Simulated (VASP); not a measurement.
Crystal: Al3BP4.

```
Al B P
1.0
     5.28179    0.00000    0.00000
     0.00000    5.28179    0.00000
     0.00000    0.00000    5.28179
Al B P
3 1 4
Direct
  0.00000 0.50000 0.50000
  0.50000 0.50000 0.00000
  0.50000 0.00000 0.50000
  0.00000 0.00000 0.00000
  0.76239 0.76239 0.23761
  0.76239 0.23761 0.76239
  0.23761 0.76239 0.76239
  0.23761 0.23761 0.23761
```

```yaml
Program: VASP 6.6.1
Task: relaxation of cell and atoms
Functional: PBE
Potentials_or_basis: VASP PAW PBE potentials, release 64 (Al, B, P)
Cutoff: 500 eV
k_mesh: 3 × 3 × 3
Occupations: gaussian, width 0.2 eV
Spin: no spin polarisation
```

At the start: pressure 0.8 GPa; volume 18.42 Å³/atom.

Where does the relaxation end?

Over 5 steps the energy falls by 39.7 meV/atom and the volume is 18.37 Å³/atom (-0.3 %); space group P-43m (No. 215, to 0.05 Å).

The path:
```tsv
step	energy change (eV)	largest force (eV/Å)	pressure (GPa)	volume (Å³)
1	0.0000	1.4188	0.84	147.35
2	-0.2644	0.5235	-1.34	149.41
3	-0.2923	0.1063	-2.10	150.32
4	-0.3085	0.1310	1.20	144.98
5	-0.3175	0.0362	-0.08	146.93
```

Final structure:
```xyz
8
Lattice="5.2768 0.0000 0.0000 0.0000 5.2768 0.0000 0.0000 0.0000 5.2768" Properties=species:S:1:pos:R:3 pbc="T T T"
Al    0.0000    2.6384    2.6384
Al    2.6384    2.6384    0.0000
Al    2.6384    0.0000    2.6384
B     0.0000    0.0000    0.0000
P     4.0864    4.0864    1.1905
P     4.0864    1.1905    4.0864
P     1.1905    4.0864    4.0864
P     1.1905    1.1905    1.1905
```

Caveat: the relaxation stopped at a loose force limit of 0.08 eV/Å, so its end isn't a converged minimum.
